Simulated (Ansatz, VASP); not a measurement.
# One calculation of GaP, two programs

The input POSCAR:

```
GaP
1.0
    0.0000000000      2.6163833159      2.6163833159
    2.6163833159      0.0000000000      2.6163833159
    2.6163833159      2.6163833159      0.0000000000
Ga P
1 1
Direct
    0.0000000000      0.0000000000      0.0000000000
    0.2500000000      0.2500000000      0.2500000000
```

File INCAR.step1:

```
ALGO     = Normal         # electronic algorithm
EDIFF    = 1E-4           # SCF threshold, eV
ENCUT    = 520            # plane-wave cutoff, eV
GGA      = PE             # functional
GGA_COMPAT= False        
ISMEAR   = 0              # smearing method
LASPH    = True           # aspherical terms in the spheres
LCHARG   = False          # write CHGCAR
LNONCOLLINEAR= True           # non-collinear magnetism
LREAL    = False          # projectors in reciprocal space
LSORBIT  = True           # spin-orbit coupling
LWAVE    = True           # write WAVECAR
MAGMOM   = 0 0 0 0 0 0    # initial moments
NBANDS   = 30             # bands
NELM     = 150            # most SCF steps
PREC     = Accurate       # precision mode
SIGMA    = 0.01           # smearing width, eV
```

File INCAR.step2:

```
ALGO     = Normal         # electronic algorithm
EDIFF    = 1E-7           # SCF threshold, eV
ENCUT    = 520            # plane-wave cutoff, eV
GGA_COMPAT= False        
ISIF     = 2              # what is computed and relaxed
ISMEAR   = 0              # smearing method
ISTART   = 1            
LASPH    = True           # aspherical terms in the spheres
LCHARG   = False          # write CHGCAR
LMIXTAU  = True         
LNONCOLLINEAR= True           # non-collinear magnetism
LORBIT   = 11             # projections on sites
LORBMOM  = True         
LREAL    = False          # projectors in reciprocal space
LSORBIT  = True           # spin-orbit coupling
LWAVE    = False          # write WAVECAR
MAGMOM   = 0 0 0 0 0 0    # initial moments
METAGGA  = R2SCAN         # meta-GGA
NBANDS   = 30             # bands
NELM     = 150            # most SCF steps
PREC     = Accurate       # precision mode
SIGMA    = 0.01           # smearing width, eV
```

File KPOINTS:

```
k-points
0
Gamma
  8 8 8
```

Input for Ansatz:

```yaml
crystal:
  lattice:
    - [0.0, 2.6163833159, 2.6163833159]
    - [2.6163833159, 0.0, 2.6163833159]
    - [2.6163833159, 2.6163833159, 0.0]
  atoms:
    - { symbol: Ga, position: [0.0, 0.0, 0.0] }
    - { symbol: P, position: [0.25, 0.25, 0.25] }
kpoints:
  mp_grid: { grid: [8, 8, 8] }
  band_path:
    path:
      - [0.0, 0.0, 0.0]
      - [-0.5, -0.5, 0.0]
      - [-0.375, -0.375, 0.25]
      - [-0.375, 0.0, 0.375]
      - [0.0, 0.0, 0.5]
      - [-0.5, -0.25, 0.25]
      - [0.0, 0.4375, 0.4375]
    npoints: 1
hamiltonian:
  xc: r2scan
scf:
  occupations: { method: fixed }
  n_extra_bands: 8
magnetization:
  noncollinear: true
  spin_orbit: true
output:
  forces: true
  stress: true
  eigenvalues: true
```

Change from the starting cell: hydrostatic strain -4.0%.

Alike in both runs: task single point; functional r2SCAN; k mesh 8 × 8 × 8; non-collinear spin, spin-orbit coupling.

|  | VASP | Ansatz |
| --- | --- | --- |
| version | VASP 6.6.1 | Ansatz 0.2.0 |
| potentials or method | VASP PAW PBE potentials, release 64 (Ga_d, P) | plane waves, PAW |
| plane-wave cutoff (eV) | 520 | 500 |
| occupations | gaussian, width 0.01 eV | fixed |
| valence electrons in the cell | 18 | 18 |

Ansatz gave:

```
pressure (GPa) : 14.1
```

**Question.** What did VASP give for the same quantities?

**Answer.** Pressure (GPa): 14.0.

VASP's potentials were made for PBE, not for r2SCAN.
